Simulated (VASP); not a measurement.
# InGaAs2 (P-4m2) in VASP: notebook, part 3 of 3

VASP 6.6.1.

## Step 7: Relaxation of cell and atoms, PBEsol, target pressure -2 GPa, at which the enthalpy is minimised

This run uses another cell than the first one, of 25.84 Å³/atom, 1.096 times its volume.

The input, INCAR:

```
SYSTEM = InGaAs2
  PREC = Accurate
  ENCUT = 600
  EDIFF = 1E-7
  ISMEAR = 0
  SIGMA = 0.1
  LREAL = .FALSE.
  LASPH = .TRUE.
  NELM = 100
  ALGO = Normal
  ISIF = 3
  LWAVE = .FALSE.
  LCHARG = .FALSE.
  GGA = PS
  IBRION = 2
  NSW = 70
  EDIFFG = -0.008
  PSTRESS = -20.0
```

The input, KPOINTS:

```
regular mesh
0
G
  10 10 8
  0 0 0
```

The input, POSCAR:

```
InGaAs2
1.0
    4.1704821070      0.0000000000      0.0000000000
    0.0000000000      4.1704821070      0.0000000000
    0.0000000000      0.0000000000      5.9415604690
In Ga As
1 1 2
Direct
    0.0000000000      0.0000000000      0.5000000000
    0.5000000000      0.5000000000      0.0000000000
    0.5000000000      0.0000000000      0.7697097067
    0.0000000000      0.5000000000      0.2302902933
```

Potentials or basis: VASP PAW PBE potentials, release 64 (In_d, Ga_d, As).

On the command line:

```
$ cat potpaw_PBE.64/In_d/POTCAR potpaw_PBE.64/Ga_d/POTCAR potpaw_PBE.64/As/POTCAR > POTCAR
$ mpirun -np 1 vasp_std > vasp.out
```

OUTCAR:

```text
SYSTEM = InGaAs2
   PREC = Accurate
   ENCUT = 600
   EDIFF = 1E-7
   ISMEAR = 0
   LREAL = .FALSE.
   LASPH = .TRUE.
   NELM = 100
   ISIF = 3
   GGA = PS
   IBRION = 2
   NSW = 70
   EDIFFG = -0.008
   PSTRESS = -20.0

 ion  position               nearest neighbor table
   1  0.000  0.000  0.500-   3 2.63   4 2.63   4 2.63   3 2.63
   2  0.500  0.500  0.000-   3 2.49   4 2.49   3 2.49   4 2.49
   3  0.500  0.000  0.770-   2 2.49   2 2.49   1 2.63   1 2.63
   4  0.000  0.500  0.230-   2 2.49   2 2.49   1 2.63   1 2.63

  LATTYP: Found a simple tetragonal cell.
 ALAT       =     4.1704821070
 C/A-ratio  =     1.4246699342

  Lattice vectors:

 A1 = (   4.1704821070,   0.0000000000,   0.0000000000)
 A2 = (   0.0000000000,   4.1704821070,   0.0000000000)
 A3 = (   0.0000000000,   0.0000000000,   5.9415604690)

Analysis of symmetry for initial positions (statically):
=====================================================================
 Subroutine PRICEL returns:
 Original cell was already a primitive cell.

 Routine SETGRP: Setting up the symmetry group for a
 simple tetragonal supercell.

 Subroutine GETGRP returns: Found  8 space group operations
 (whereof  8 operations were pure point group operations)
[... 171 lines left out ...]

------------------------ aborting loop because EDIFF is reached ----------------------------------------

  FORCE on cell =-STRESS in cart. coord.  units (eV):
  Direction    XX          YY          ZZ          XY          YZ          ZX
  --------------------------------------------------------------------------------------
  -------------------------------------------------------------------------------------
  Total       -0.6615064     -0.6615064     -0.6642694      0.0000000      0.0000000      0.0000000
  in kB      -10.2558488    -10.2558488    -10.2986856      0.0000000      0.0000000      0.0000000
  external PRESSURE =       9.7298723 kB  Pullay stress =     -20.0000000 kB
[... 187 lines left out ...]
--------------------------------------- Ionic step        6  -------------------------------------------

 number of electron      36.0000000 magnetization

 Free energy of the ion-electron system (eV)
  ---------------------------------------------------
  ext. energy  EPLUGINS =         0.00000000
  ---------------------------------------------------
  free energy    TOTEN  =       -17.47948832 eV

  energy without entropy =      -17.47921973  energy(sigma->0) =      -17.47935402

 E-fermi :   3.7699     XC(G=0):  -9.3087

 val. band max:        3.7211942635   @ k =   0.0000   0.0000   0.0000
 cond. band min:       4.1883262299   @ k =   0.5000   0.0000   0.5000
 fundamental gap:      0.4671319664
 Fermi energy:         3.7698601175

 k-point     1 :       0.0000    0.0000    0.0000
  band No.  band energies     occupation
      1     -11.0946      2.00000
      2     -11.0351      2.00000
      3     -11.0351      2.00000
      4     -11.0044      2.00000
      5     -10.9743      2.00000
      6     -10.6416      2.00000
[... 589 lines left out ...]
     21       7.1629      0.00000
     22       7.8039      0.00000

 [... further k-points ...]
[... 5 lines left out ...]
  --------------------------------------------------------------------------------------
  -------------------------------------------------------------------------------------
  Total       -1.3261747     -1.3261747     -1.3289510      0.0000000      0.0000000      0.0000000
  in kB      -20.1847874    -20.1847874    -20.2270446      0.0000000      0.0000000      0.0000000
  external PRESSURE =      -0.1988731 kB  Pullay stress =     -20.0000000 kB
[... 23 lines left out ...]
  energy  without entropy=      -17.4792197269  energy(sigma->0) =      -17.47935402

  enthalpy is  TOTEN    =       -18.7935221312 eV   P V=       -1.3140338093

 reached required accuracy - stopping structural energy minimisation
```

CONTCAR:

```text
InGaAs2
   1.00000000000000
     4.1967287823911894    0.0000000000000000   -0.0000000000000000
     0.0000000000000000    4.1967287823911894    0.0000000000000000
    -0.0000000000000000    0.0000000000000000    5.9767531538310754
  In              Ga              As
     1     1     2
Direct
     1.0000000000000000    0.0000000000000000    0.5000000000000000
     0.5000000000000000    0.5000000000000000    0.0000000000000000
     0.5000000000000000    0.0000000000000000    0.7691896080978939
     0.0000000000000000    0.5000000000000000    0.2308103919021059

  0.00000000E+00  0.00000000E+00  0.00000000E+00
  0.00000000E+00  0.00000000E+00  0.00000000E+00
  0.00000000E+00  0.00000000E+00  0.00000000E+00
  0.00000000E+00  0.00000000E+00  0.00000000E+00
```

It took 10 min on 1 thread of Intel Xeon Platinum 8488C (Sapphire Rapids), shared host; peak memory 0.49 GiB.

Results:

| Property | Result |
| --- | --- |
| Free energy | -17.4795 eV |
| Relaxed volume | 26.32 Å³/atom |
| Relaxed cell | a = 4.197 Å, b = 4.197 Å, c = 5.977 Å, α = 90.00°, β = 90.00°, γ = 90.00° |
| Space group after relaxing (to 0.05 Å) | P-4m2 (No. 115) |
| Energy change on relaxing (the enthalpy is what falls) | +4.6 meV/atom |
| Ionic steps | 6 |
| Pressure after relaxing | -2.0 GPa |
| Band gap on the k mesh | zero (filled and empty bands touch) |

Step by step:
| step | energy change (eV) | largest force (eV/Å) | pressure (GPa) | volume (Å³) |
| --- | --- | --- | --- | --- |
| 1 | 0.0000 | 0.0168 | -1.03 | 103.34 |
| 2 | 0.0243 | 0.0273 | -2.24 | 105.71 |
| 3 | 0.0178 | 0.0252 | -1.99 | 105.22 |
| 4 | 0.0183 | 0.0254 | -2.02 | 105.26 |
| 5 | 0.0183 | 0.0130 | -2.02 | 105.26 |
| 6 | 0.0183 | 0.0001 | -2.02 | 105.27 |

Final structure:
```
CELL_PARAMETERS angstrom
4.19673 0.00000 0.00000
0.00000 4.19673 0.00000
0.00000 0.00000 5.97675
ATOMIC_POSITIONS crystal
In 0.00000 0.00000 0.50000
Ga 0.50000 0.50000 0.00000
As 0.50000 0.00000 0.76919
As 0.00000 0.50000 0.23081
```

Levels at points of the mesh, in eV from the Fermi level:
| k point | band 15 | band 16 | band 17 | band 18 | band 19 | band 20 | band 21 | band 22 |
| --- | --- | --- | --- | --- | --- | --- | --- | --- |
| (0.00, 0.00, 0.00) | -2.48 | -0.43 | -0.21 | -0.05 | -0.05 | 1.47 | 1.73 | 3.69 |
| (0.50, 0.00, 0.00) | -3.15 | -2.90 | -1.44 | -0.86 | 1.90 | 2.90 | 4.69 | 4.77 |
| (0.50, 0.50, 0.00) | -2.59 | -2.44 | -2.44 | -2.28 | 1.38 | 1.38 | 1.52 | 1.86 |
| (0.00, 0.00, 0.50) | -1.86 | -1.86 | -1.23 | -1.23 | 1.77 | 1.91 | 2.65 | 3.07 |
| (0.50, 0.00, 0.50) | -1.40 | -1.11 | -1.09 | -0.78 | 0.42 | 0.89 | 4.16 | 4.49 |
| (0.50, 0.50, 0.50) | -3.20 | -3.10 | -3.01 | -3.01 | 4.00 | 4.07 | 4.27 | 4.27 |

Caveat: the cell is relaxed towards a set pressure, so the enthalpy falls and the energy may rise; the PAW data sets were made with another functional, which shifts forces and pressure a little; spin-orbit coupling is left out, which moves the levels of the heavy elements.

## Step 8: The runs side by side

| task | cell | k mesh | cutoff (eV) | gap on the mesh (eV) | pressure (GPa) | largest force (eV/Å) |
| --- | --- | --- | --- | --- | --- | --- |
| relaxation of cell and atoms | relaxed to 5 GPa from a = 4.044, b = 4.044, c = 5.766 Å, 4 atoms | 10 × 10 × 8 | 600 | 0.22 | 5.0 | 0.01 |
| single point | a = 4.154, b = 4.154, c = 5.845 Å, 4 atoms | 12 × 12 × 10 | 520 | none | 0.4 | 0.01 |
| single point | a = 4.173, b = 4.173, c = 5.786 Å, 4 atoms | 12 × 12 × 10 | 520 | none | 0.5 | - |
| single point | a = 4.158, b = 4.158, c = 5.845 Å, 4 atoms | 12 × 12 × 10 | 520 | none | 0.3 | - |
| relaxation of cell and atoms | relaxed to 2 GPa from a = 4.117, b = 4.117, c = 5.866 Å, 4 atoms | 10 × 10 × 8 | 600 | none | 2.0 | - |
| relaxation of cell and atoms | relaxed to -2 GPa from a = 4.170, b = 4.170, c = 5.942 Å, 4 atoms | 10 × 10 × 8 | 600 | none | -2.0 | - |

Alike in all rows: level PBEsol; potentials or basis VASP PAW PBE potentials, release 64 (In_d, Ga_d, As); no spin polarisation; smearing gaussian 0.1 eV.

Caveats: the PAW data sets were made with another functional, which shifts forces and pressure a little; spin-orbit coupling is left out, which moves the levels of the heavy elements; the cell is relaxed towards a set pressure, so the enthalpy falls and the energy may rise (some runs).

Total energies depend on the potentials used, so only differences within one code and one set of settings carry meaning.
